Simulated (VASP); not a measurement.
# MgH2 (P1) in VASP: further runs

The runs below take MgH2 through single point, with PBE.

Program: VASP 6.6.1. These are calculated values, not measurements. Logs are shortened: lines on timing, memory, paths and dates and some standing lists are left out, and cuts for length are marked.

### 1 The cell of the first run

The typed cell holds 24 atoms: a = 6.696 Å, b = 6.696 Å, c = 6.696 Å, α = 60.00°, β = 60.00°, γ = 60.00°.

### 2 Single point, PBE

Input file INCAR:

```
SYSTEM = MgH2
ALGO     = Normal         ! electronic algorithm
EDIFF    = 1E-7           ! SCF threshold, eV
ENCUT    = 520            ! plane-wave cutoff, eV
GGA      = PE             ! functional
ISIF     = 2              ! what is computed and relaxed
ISMEAR   = -1             ! smearing method
LASPH    = .TRUE.         ! aspherical terms in the spheres
LCHARG   = .FALSE.        ! write CHGCAR
LREAL    = Auto         
LWAVE    = .FALSE.        ! write WAVECAR
NBANDS   = 34             ! bands
NELM     = 100            ! most SCF steps
PREC     = Accurate       ! precision mode
SIGMA    = 0.19           ! smearing width, eV
```

Input file KPOINTS:

```
k-points
0
G
  2 2 2
  0 0 0
```

Input file POSCAR:

```
MgH2
1.0
    0.0000000000      4.7344590000      4.7344590000
    4.7344590000      0.0000000000      4.7344590000
    4.7344590000      4.7344590000      0.0000000000
Mg H
8 16
Direct
    0.0079731391      0.0052439994     -0.0029419412
   -0.0034616416      0.0140081475      0.4986952047
   -0.0304714858      0.4969691363     -0.0010201799
   -0.0131522947      0.5127092663      0.4850385229
    0.5250279916     -0.0068355223      0.0197510423
    0.5216058477     -0.0167671745      0.4911943477
    0.4845440630      0.5034366123      0.0119396957
    0.5204624224      0.4573204668      0.5165587029
    0.1094061645      0.1533152996      0.1763741116
    0.4057973678      0.3444541393      0.3361594218
    0.2326716738      0.0875351334      0.6749177678
    0.4410263137      0.3586682238      0.8588924310
    0.1036199701      0.6323137448      0.0907348654
    0.4176664113      0.8230846439      0.3819719423
    0.1815788245      0.5338967979      0.6191610277
    0.3518118966      0.9261976923      0.9107236962
    0.6609233494      0.1003693347      0.1249465884
    0.8931911756      0.3594070621      0.4609743162
    0.6669255136      0.0982237886      0.5668845163
    0.9317972761      0.3166526524      0.8625279045
    0.6897820849      0.5954433231      0.0455781748
    0.9063285795      0.8551936979      0.3540982190
    0.6512244588      0.6141921390      0.6263652299
    0.8755718446      0.8789889193      0.8256411134
```

Potentials or basis: VASP PAW PBE potentials, release 64 (Mg, H).

Run with:

```bash
$ cat potpaw_PBE.64/Mg/POTCAR potpaw_PBE.64/H/POTCAR > POTCAR
$ mpirun -np 1 vasp_std > vasp.out
```

OUTCAR:

```text
SYSTEM = MgH2
   EDIFF = 1E-7
   ENCUT = 520
   GGA = PE
   ISIF = 2
   ISMEAR = -1
   LASPH = .TRUE.
   LREAL = Auto
   NELM = 100
   PREC = Accurate

 ion  position               nearest neighbor table
   1  0.008  0.005  0.997-  20 1.71  17 1.90  11 1.90  16 1.92  22 1.96  13 2.07   3 3.18   5 3.20
                             7 3.28   6 3.28   4 3.29   2 3.35   2 3.35   6 3.42   4 3.42   7 3.42
   2  0.997  0.014  0.499-   9 1.78  24 1.80  19 1.84  18 1.97  22 2.17   8 3.08   4 3.26   3 3.30
                             6 3.31   5 3.33   1 3.35   1 3.35   5 3.38   6 3.39   3 3.41   4 3.44
   3  0.970  0.497  0.999-  21 1.56   9 1.95  13 1.98  20 2.00  24 2.11  15 2.16   5 3.17   1 3.18
                             7 3.18   8 3.25   2 3.30   4 3.33   4 3.37   2 3.41   8 3.47   7 3.51
   4  0.987  0.513  0.485-  18 1.54  23 1.84  22 1.88  15 2.00  20 2.12  13 2.16   6 3.13   8 3.22
                             7 3.25   2 3.26   1 3.29   3 3.33   3 3.37   1 3.42   2 3.44   7 3.45
   5  0.525  0.993  0.020-  17 1.91  16 1.94  24 1.98  14 2.00  12 2.01  21 2.27   6 3.11   3 3.17
                             1 3.20   8 3.25   7 3.26   2 3.33   2 3.38   7 3.45   8 3.47   1 3.50
   6  0.522  0.983  0.491-  11 1.69  19 1.85  10 1.99  17 2.00  23 2.02  14 2.05  22 2.10   5 3.11
                             4 3.13   8 3.26   1 3.28   2 3.31   7 3.35   7 3.36   2 3.39   1 3.42
   7  0.485  0.503  0.012-  10 1.80  21 1.90  12 1.91  13 2.11  23 2.12  17 2.22   3 3.18   4 3.25
                             5 3.26   1 3.28   6 3.35   8 3.36   6 3.36   8 3.36   1 3.42   4 3.45
   8  0.520  0.457  0.517-  15 1.87  12 1.90  14 2.00  19 2.00  18 2.12  23 2.18  10 2.24   2 3.08
                             4 3.22   5 3.25   3 3.25   6 3.26   7 3.36   7 3.36   6 3.44   5 3.47
   9  0.109  0.153  0.176-   2 1.78   3 1.95
  10  0.406  0.344  0.336-   7 1.80   6 1.99   8 2.24
  11  0.233  0.088  0.675-   6 1.69   1 1.90
  12  0.441  0.359  0.859-   8 1.90   7 1.91   5 2.01
  13  0.104  0.632  0.091-   3 1.98   1 2.07   7 2.11   4 2.16
  14  0.418  0.823  0.382-   5 2.00   8 2.00   6 2.05
  15  0.182  0.534  0.619-   8 1.87   4 2.00   3 2.16
  16  0.352  0.926  0.911-   1 1.92   5 1.94
  17  0.661  0.100  0.125-   1 1.90   5 1.91   6 2.00   7 2.22
  18  0.893  0.359  0.461-   4 1.54   2 1.97   8 2.12
  19  0.667  0.098  0.567-   2 1.84   6 1.85   8 2.00
  20  0.932  0.317  0.863-   1 1.71   3 2.00   4 2.12
  21  0.690  0.595  0.046-   3 1.56   7 1.90   5 2.27
  22  0.906  0.855  0.354-   4 1.88   1 1.96   6 2.10   2 2.17
  23  0.651  0.614  0.626-   4 1.84   6 2.02   7 2.12   8 2.18
  24  0.876  0.879  0.826-   2 1.80   5 1.98   3 2.11

  LATTYP: Found a face centered cubic cell.
 ALAT       =     9.4689180000

  Lattice vectors:

 A1 = (   0.0000000000,   4.7344590000,   4.7344590000)
 A2 = (   4.7344590000,   0.0000000000,   4.7344590000)
 A3 = (   4.7344590000,   4.7344590000,   0.0000000000)

Analysis of symmetry for initial positions (statically):
=====================================================================
 Subroutine PRICEL returns:
 Original cell was already a primitive cell.

 Routine SETGRP: Setting up the symmetry group for a
 face centered cubic supercell.

 Subroutine GETGRP returns: Found  1 space group operations
 (whereof  1 operations were pure point group operations)
 out of a pool of 48 trial point group operations.

The static configuration has the point symmetry C_1 .

Analysis of symmetry for dynamics (positions and initial velocities):
=====================================================================
 Subroutine PRICEL returns:
 Original cell was already a primitive cell.

 Routine SETGRP: Setting up the symmetry group for a
 face centered cubic supercell.

 Subroutine GETGRP returns: Found  1 space group operations
 (whereof  1 operations were pure point group operations)
 out of a pool of 48 trial point group operations.

The dynamic configuration has the point symmetry C_1 .

 Subroutine INISYM returns: Found  1 space group operations
 (whereof  1 operations are pure point group operations),
 and found     1 'primitive' translations

----------------------------------------------------------------------------------------

                                     Primitive cell

  volume of cell :     212.2468

  direct lattice vectors                    reciprocal lattice vectors
     0.000000000  4.734459000  4.734459000    -0.105608687  0.105608687  0.105608687
     4.734459000  0.000000000  4.734459000     0.105608687 -0.105608687  0.105608687
     4.734459000  4.734459000  0.000000000     0.105608687  0.105608687 -0.105608687

  length of vectors
     6.695536128  6.695536128  6.695536128     0.182919612  0.182919612  0.182919612

  position of ions in fractional coordinates (direct lattice)
     0.007973139  0.005243999  0.997058059
     0.996538358  0.014008148  0.498695205
     0.969528514  0.496969136  0.998979820
     0.986847705  0.512709266  0.485038523
     0.525027992  0.993164478  0.019751042
     0.521605848  0.983232825  0.491194348
[... 16 lines left out ...]
     0.651224459  0.614192139  0.626365230
     0.875571845  0.878988919  0.825641113

  ion indices of the primitive-cell ions
   primitive index   ion index
                 1           1
                 2           2
                 3           3
                 4           4
                 5           5
                 6           6
[... 16 lines left out ...]
                23          23
                24          24

----------------------------------------------------------------------------------------

 KPOINTS: k-points

Automatic generation of k-mesh.
 Grid dimensions read from file:
 generate k-points for:    2    2    2

 Generating k-lattice:

  Cartesian coordinates                     Fractional coordinates (reciprocal lattice)
    -0.052804344  0.052804344  0.052804344     0.500000000  0.000000000  0.000000000
     0.052804344 -0.052804344  0.052804344     0.000000000  0.500000000  0.000000000
     0.052804344  0.052804344 -0.052804344     0.000000000  0.000000000  0.500000000

  Length of vectors
     0.091459806  0.091459806  0.091459806

  Shift w.r.t. Gamma in fractional coordinates (k-lattice)
     0.000000000  0.000000000  0.000000000

 Subroutine IBZKPT returns following result:
 ===========================================

 Found      8 irreducible k-points:

 Following reciprocal coordinates:
            Coordinates               Weight
  0.000000  0.000000  0.000000      1.000000
  0.500000  0.000000  0.000000      1.000000
  0.000000  0.500000  0.000000      1.000000
  0.000000  0.000000  0.500000      1.000000
  0.500000  0.500000  0.500000      1.000000
  0.500000  0.500000  0.000000      1.000000
  0.000000  0.500000  0.500000      1.000000
  0.500000  0.000000  0.500000      1.000000
   k-points           NKPTS =      8   k-points in BZ     NKDIM =      8   number of bands    NBANDS=     34
   number of dos      NEDOS =    301   number of ions     NIONS =     24
   total plane-waves  NPLWV = 125000
   dimension x,y,z NGX =    50 NGY =   50 NGZ =   50
   dimension x,y,z NGXF=   100 NGYF=  100 NGZF=  100
   ions per type =               8  16
   NGX,Y,Z   is equivalent  to a cutoff of  12.41, 12.41, 12.41 a.u.
   NGXF,Y,Z  is equivalent  to a cutoff of  24.83, 24.83, 24.83 a.u.
 SYSTEM =  MgH2
   PREC   = accura    normal or accurate (medium, high low for compatibility)
   ISTART =      0    job   : 0-new  1-cont  2-samecut
   ICHARG =      2    charge: 1-file 2-atom 10-const
   ISPIN  =      1    spin polarized calculation?
   LNONCOLLINEAR =      F non collinear calculations
   LSORBIT =      F    spin-orbit coupling
   LASPH  =      T    aspherical Exc in radial PAW
   ENCUT  =  520.0 eV  38.22 Ry    6.18 a.u.  12.45 12.45 12.45*2*pi/ulx,y,z
   NELM   =    100;   NELMIN=  2; NELMDL= -5     # of ELM steps
   EDIFF  = 0.1E-06   stopping-criterion for ELM
   LREAL  =      T    real-space projection
   EDIFFG = 0.1E-05   stopping-criterion for IOM
   NSW    =      0    number of steps for IOM
   IBRION =     -1    ionic relax: 0-MD 1-quasi-New 2-CG
   NFREE  =      0    steps in history (QN), initial steepest desc. (CG)
   ISIF   =      2    stress and relaxation
   ISYM   =      2    0-nonsym 1-usesym 2-fastsym
   POTIM  = 0.5000    time-step for ionic-motion
   TEBEG  =    0.0;   TEEND  =   0.0 temperature during run
   PSTRESS=    0.0 pullay stress
   NELECT =      32.0000    total number of electrons
   NUPDOWN=      -1.0000    fix difference up-down
   EMIN   =  10.00;   EMAX   =-10.00  energy-range for DOS
   EFERMI =   0.00;   METHOD = LEGACY
   ISMEAR =    -1;   SIGMA  =   0.19  broadening in eV -4-tet -1-fermi 0-gaus
   EFERMI_NEDOS =   21; number of points for ismear=-14 and -15
   IALGO  =     38    algorithm
   IMIX   =      4    mixing-type and parameters
     AMIX     =   0.40;   BMIX     =  1.00
     AMIX_MAG =   1.60;   BMIX_MAG =  1.00
  volume/ion in A,a.u.               =       8.84        59.68
  Fermi-wavevector in a.u.,A,eV,Ry     =   0.871320  1.646556 10.329529  0.759199
  Thomas-Fermi vector in A             =   1.990411
   LORBIT       =      0    0 simple, 1 ext, 2 COOP (PROOUT), +10 PAW based schemes
   GGA     = PE    functional components
   LHFCALC =     F    Hartree Fock is set to
   AEXX    =    0.0000 exact exchange contribution
   IVDW    =     0    specifies the selected vdW correction
   LEPSILON=     F    determine dielectric tensor
   LRPA    =     F    only Hartree local field effects (RPA)
 non-spin polarized calculation
  energy-cutoff  :      520.00
  volume of cell :      212.25
 maximum number of plane-waves:      5769
 NGX is ok and might be reduce to    50
   NGX = 25   NGY = 25   NGZ = 25

 number of electron      32.0000000 magnetization

 Free energy of the ion-electron system (eV)
  ---------------------------------------------------
  ext. energy  EPLUGINS =         0.00000000
  ---------------------------------------------------
  free energy    TOTEN  =       -65.61126496 eV

  energy without entropy =      -65.51551231  energy(sigma->0) =      -65.56338864

 E-fermi :   2.4827     XC(G=0):  -8.9704

 val. band max:        1.9534603211   @ k =   0.5000   0.0000   0.5000
 cond. band min:       2.7783422525   @ k =   0.0000   0.0000   0.0000
 fundamental gap:      0.8248819315
 Fermi energy:         2.4826703108

 k-point     1 :       0.0000    0.0000    0.0000
  band No.  band energies     occupation
      1      -7.0579      2.00000
      2      -3.3834      2.00000
      3      -3.1100      2.00000
      4      -3.0755      2.00000
      5      -3.0211      2.00000
      6      -2.7653      2.00000
[... 20 lines left out ...]
     27       9.3143      0.00000
     28       9.4772      0.00000

 k-point     2 :       0.5000    0.0000    0.0000
  band No.  band energies     occupation
      1      -6.1400      2.00000
      2      -5.6812      2.00000
      3      -3.5853      2.00000
      4      -3.4905      2.00000
      5      -3.3479      2.00000
      6      -3.1557      2.00000
[... 178 lines left out ...]
 k-point     8 :       0.5000    0.0000    0.5000
  band No.  band energies     occupation
      1      -5.6765      2.00000
      2      -5.5117      2.00000
      3      -4.3465      2.00000
      4      -4.1456      2.00000
      5      -4.0187      2.00000
      6      -3.9193      2.00000
[... 20 lines left out ...]
     27       8.5092      0.00000
     28       8.7757      0.00000
 [bands above 28 left out]

------------------------ aborting loop because EDIFF is reached ----------------------------------------

  FORCE on cell =-STRESS in cart. coord.  units (eV):
  Direction    XX          YY          ZZ          XY          YZ          ZX
  --------------------------------------------------------------------------------------
  -------------------------------------------------------------------------------------
  Total        8.9585146      8.6199685      6.4989303     -0.5621724      1.2792172     -1.5226910
  in kB       67.6247248     65.0691581     49.0581750     -4.2436447      9.6563681    -11.4942675
  external PRESSURE =      60.5840193 kB  Pullay stress =       0.0000000 kB

 VOLUME and BASIS-vectors are now :
 -----------------------------------------------------------------------------
  energy-cutoff  :      520.00
  volume of cell :      212.25
      direct lattice vectors                 reciprocal lattice vectors
     0.000000000  4.734459000  4.734459000    -0.105608687  0.105608687  0.105608687
     4.734459000  0.000000000  4.734459000     0.105608687 -0.105608687  0.105608687
     4.734459000  4.734459000  0.000000000     0.105608687  0.105608687 -0.105608687

 POSITION                                       TOTAL-FORCE (eV/Angst)
 -----------------------------------------------------------------------------------
      4.74536      4.75828      0.06258        -0.569591      0.694196     -0.460421
      2.42737      7.07912      4.78439        -0.487066      0.376662      0.096936
      7.08251      9.31982      6.94307        -1.909326      1.831480      1.916895
      4.72380      6.96859      7.09959         1.016134      2.076741      2.176517
      4.79561      2.57923      7.18782        -0.181881     -0.554995     -0.338211
      6.98062      4.79506      7.12460        -0.863260      0.331610      0.405515
[... 16 lines left out ...]
      5.87337      6.04870      5.99106         1.311547     -0.222912     -0.013913
      8.07050      8.05432      8.30690         0.310973      0.290231      0.134577
 -----------------------------------------------------------------------------------
    total drift:                                0.001149      0.000582     -0.001585

  FREE ENERGIE OF THE ION-ELECTRON SYSTEM (eV)
  ---------------------------------------------------
  free  energy   TOTEN  =       -65.6112649647 eV

  energy  without entropy=      -65.5155123144  energy(sigma->0) =      -65.56338864
```

It took 2 min on 1 thread of Intel Xeon 6975P-C (Granite Rapids), shared host; peak memory 0.35 GiB.

What came out:

```yaml
Free_energy: -65.6113 eV
Pressure: 6.1 GPa
Largest_force: 3.267 eV/Å
Band_gap_on_the_k_mesh: 0.82 eV, indirect (least direct gap 0.86 eV)
```

Forces on the atoms (eV/Å):
```
Mg  -0.570  0.694 -0.460
Mg  -0.487  0.377  0.097
Mg  -1.909  1.831  1.917
Mg   1.016  2.077  2.177
Mg  -0.182 -0.555 -0.338
Mg  -0.863  0.332  0.406
Mg  -0.484 -0.355  0.561
Mg   0.029 -0.122 -0.045
H   -0.078 -0.389  0.569
H    0.554 -0.458  0.165
H   -0.189 -1.441 -0.778
H   -0.255  0.188 -0.445
H   -0.145  0.018  0.025
H   -0.131 -0.418 -0.120
H    0.706 -0.097 -0.119
H   -0.089  1.295 -0.314
H   -0.144  0.075 -0.440
H   -1.563 -1.200 -2.299
H    0.752 -0.448  0.183
H    0.632 -0.886  0.179
H    1.768 -1.014 -1.372
H    0.009  0.428  0.332
H    1.312 -0.223 -0.014
H    0.311  0.290  0.135
```

Levels at points of the mesh, in eV from the valence-band top:
```tsv
k point	band 14	band 15	band 16	band 17	band 18	band 19
(0.00, 0.00, 0.00)	-1.56	-0.85	-0.03	0.82	0.95	2.71
(0.50, 0.00, 0.00)	-1.89	-0.61	-0.41	2.70	3.06	3.24
(0.00, 0.50, 0.00)	-2.02	-0.67	-0.27	2.49	2.94	3.39
(0.00, 0.00, 0.50)	-1.92	-0.77	-0.14	2.55	2.88	3.29
(0.50, 0.50, 0.50)	-1.84	-0.84	-0.02	2.52	3.11	3.26
(0.50, 0.50, 0.00)	-1.91	-0.49	-0.17	1.88	2.29	2.65
(0.00, 0.50, 0.50)	-1.71	-0.36	-0.25	2.07	2.23	2.59
(0.50, 0.00, 0.50)	-1.38	-0.85	0.00	1.95	2.37	2.52
```

Caveat: the k points lie up to 0.57 Å⁻¹ apart; forces of over 1 eV/Å act on the atoms, so gaps and moduli don't describe the material at rest. Expect the measured gap to be larger: semilocal functionals such as PBE lack the derivative discontinuity.

(Part 1 of 2 ends here.)
